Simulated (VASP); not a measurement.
A run of VASP 6.6.1 is set up as follows.

The input INCAR:

```
SYSTEM = Si
ALGO = Normal ; EDIFF = 1E-6
ENCUT = 520 ; GGA = CA
ISIF = 2 ; ISMEAR = 0
LASPH = .True. ; LCHARG = .True.
LELF = .True. ; LREAL = .False.
LVHAR = .True. ; LWAVE = .False.
NBANDS = 11 ; NELM = 100
PREC = Accurate ; SIGMA = 0.05
```

File KPOINTS:

```
k-points
0
Gamma
  12 12 12
  0 0 0
```

Contents of POSCAR:

```
Si
1.0
    0.0000000000      2.6805429488      2.8898548668
    2.5319990071      0.0000000000      2.8898548668
    2.5319990071      2.6805429488      0.0000000000
Si
2
Direct
    0.5000000000      0.5000000000      0.5000000000
    0.7500000000      0.7500000000      0.7500000000
```

Potentials or basis: VASP PAW LDA potentials, release 64 (Si).

Run with:

```console
$ cat potpaw_LDA.64/Si/POTCAR > POTCAR
$ mpirun -np 1 vasp_std > vasp.out
```

What does it give for the band gap on the k mesh?

Zero (band 4 reaches 6.43 eV, above the bottom of band 5 at 5.88 eV).

Predict the pressure.

0.0 GPa.

Stress tensor (GPa, compression positive):
```
 5.10  0.00  0.00
 0.00  2.13  0.00
 0.00  0.00 -7.34
```

Caveat: the cell differs from its parent crystal (strain +e along x and -e along y -0.0275, strain +e along z and -e/2 along x and y +0.0700).
